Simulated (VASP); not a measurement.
Input of a VASP 6.6.1 run:

INCAR

```
SYSTEM = Mo3Pt
PREC     = Accurate       ! precision mode
ENCUT    = 520            ! plane-wave cutoff, eV
EDIFF    = 1E-6           ! SCF threshold, eV
ISMEAR   = 1              ! smearing method
SIGMA    = 0.1            ! smearing width, eV
LREAL    = .False.        ! projectors in reciprocal space
LASPH    = .True.         ! aspherical terms in the spheres
NELM     = 80             ! most SCF steps
ALGO     = Normal         ! electronic algorithm
ISIF     = 2              ! what is computed and relaxed
LWAVE    = .False.        ! write WAVECAR
LCHARG   = .False.        ! write CHGCAR
NBANDS   = 34             ! bands
```

File KPOINTS:

```
regular mesh
0
Gamma
  3 3 3
  0 0 0
```

POSCAR

```
Mo3Pt
1.0
    3.9739840000      0.0000000000      0.0000000000
    0.0000000000      3.9739840000      0.0000000000
    0.0000000000      0.0000000000      3.9739840000
Mo Pt
3 1
Direct
    0.0000000000      0.5000000000      0.5000000000
    0.5000000000      0.0000000000      0.5000000000
    0.5000000000      0.5000000000      0.0000000000
    0.0000000000      0.0000000000      0.0000000000
```

Potentials or basis: VASP PAW LDA potentials, release 64 (Mo_sv, Pt).

Command:

```console
$ cat potpaw_LDA.64/Mo_sv/POTCAR potpaw_LDA.64/Pt/POTCAR > POTCAR
$ mpirun -np 1 vasp_std > vasp.out
```

Problem. Predict the band gap on the k mesh.

Solution. Zero (band 26 reaches 14.44 eV, above the bottom of band 27 at 11.14 eV).

Problem. Estimate the pressure.

Solution. -14.3 GPa.

Caveat: the k points lie up to 0.53 Å⁻¹ apart; spin-orbit coupling is left out, which moves the levels of the heavy elements.
